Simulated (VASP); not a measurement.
The system is Hf3Ta2O.

```xyz
6
Lattice="4.0956 0.0000 0.0000 -2.0478 3.5469 0.0000 0.0000 0.0000 7.5505" Properties=species:S:1:pos:R:3 pbc="T T T"
Hf    0.0000    0.0000    5.8000
Hf    0.0000    0.0000    1.7505
Hf    0.0000    0.0000    3.7752
Ta    0.0000    2.3646    3.7752
Ta    2.0478    1.1823    3.7752
O     0.0000    0.0000    0.0000
```

The cell was built from a structure type or drawn by symmetry, and may not be a known phase.

| Property | Result |
| --- | --- |
| Program | VASP 6.6.1 |
| Task | relaxation of cell and atoms |
| Functional | PBE |
| Potentials or basis | VASP PAW PBE potentials, release 64 (Hf_pv, Ta_pv, O) |
| Cutoff | 600 eV |
| k mesh | 6 × 6 × 2 |
| Occupations | gaussian, width 0.1 eV |
| Spin | no spin polarisation |

At the start: pressure 86.8 GPa; volume 18.28 Å³/atom.

Question: Where does the relaxation end?

Answer: Over 10 steps the energy falls by 2319.9 meV/atom and the volume is 30.03 Å³/atom (+64.3 %); space group P6/mmm (No. 191, to 0.1 Å) before and after.

The path:
```
step  energy change (eV)  largest force (eV/Å)  pressure (GPa)  volume (Å³)
   1              0.0000                5.4383           86.85       109.68
   2             -0.4313                2.6364          -15.03       352.14
   3            -13.6496                0.3618           -4.56       192.20
   4            -13.8391                0.1667           -1.86       183.79
   5            -13.8776                0.0583            0.49       177.81
   6            -13.8762                0.0849           -0.17       179.40
   7            -13.9015                0.6575           -0.01       181.12
   8            -13.9120                0.3769           -0.09       180.53
   9            -13.9190                0.0562           -0.08       180.27
  10            -13.9192                0.0173           -0.07       180.21
```

Final structure:
```yaml
crystal:
  lattice:
    - [4.77675, 0.00000, 0.00000]
    - [-2.38837, 4.13679, 0.00000]
    - [0.00000, 0.00000, 9.11970]
  atoms:
    - { symbol: Hf, position: [0.00000, 0.00000, 0.78752] }
    - { symbol: Hf, position: [0.00000, 0.00000, 0.21248] }
    - { symbol: Hf, position: [0.00000, 0.00000, 0.50000] }
    - { symbol: Ta, position: [0.33333, 0.66667, 0.50000] }
    - { symbol: Ta, position: [0.66667, 0.33333, 0.50000] }
    - { symbol: O, position: [0.00000, 0.00000, 0.00000] }
```

Caveat: the k points lie up to 0.34 Å⁻¹ apart in the final cell, too coarse for converged energies and pressures of a metal; the volume moved by over 15 % at a fixed basis, so the end points are rough.
